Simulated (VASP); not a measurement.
A run of VASP 6.6.1 is set up as follows.

File INCAR:

```
PREC = Accurate
ENCUT = 520
EDIFF = 1E-6
ISMEAR = 0
SIGMA = 0.05
LREAL = False
LASPH = True
NELM = 60
ALGO = Normal
ISIF = 2
LWAVE = False
LCHARG = True
GGA = PS
LELF = True
LVHAR = True
NBANDS = 11
```

The input KPOINTS:

```
Automatic mesh
0
Gamma
  8 8 8
```

The input POSCAR:

```
MgS
1.0
    0.0000000000      2.6406747500      2.5626252500
    2.6406747500      0.0000000000      2.5626252500
    2.6406747500      2.6406747500      0.0000000000
Mg S
1 1
Direct
    0.0000000000      0.0000000000      0.0000000000
    0.5000000000      0.5000000000      0.5000000000
```

Potentials or basis: VASP PAW PBE potentials, release 64 (Mg, S).

Command:

```sh
$ cat potpaw_PBE.64/Mg/POTCAR potpaw_PBE.64/S/POTCAR > POTCAR
$ mpirun -np 1 vasp_std > vasp.out
```

Question: Predict the pressure.

Answer: -2.1 GPa.

Question: What does it give for the band gap on the k mesh?

Answer: 2.54 eV, indirect (least direct gap 3.44 eV).

Stress tensor (GPa, compression positive):
```
-3.07  0.00  0.00
 0.00 -3.07  0.00
 0.00  0.00 -0.06
```

Caveat: the cell differs from its parent crystal (strain +0.015 along x and y, -0.015 along z); the PAW data sets were made with another functional, which shifts forces and pressure a little. A k mesh can miss the band edges.
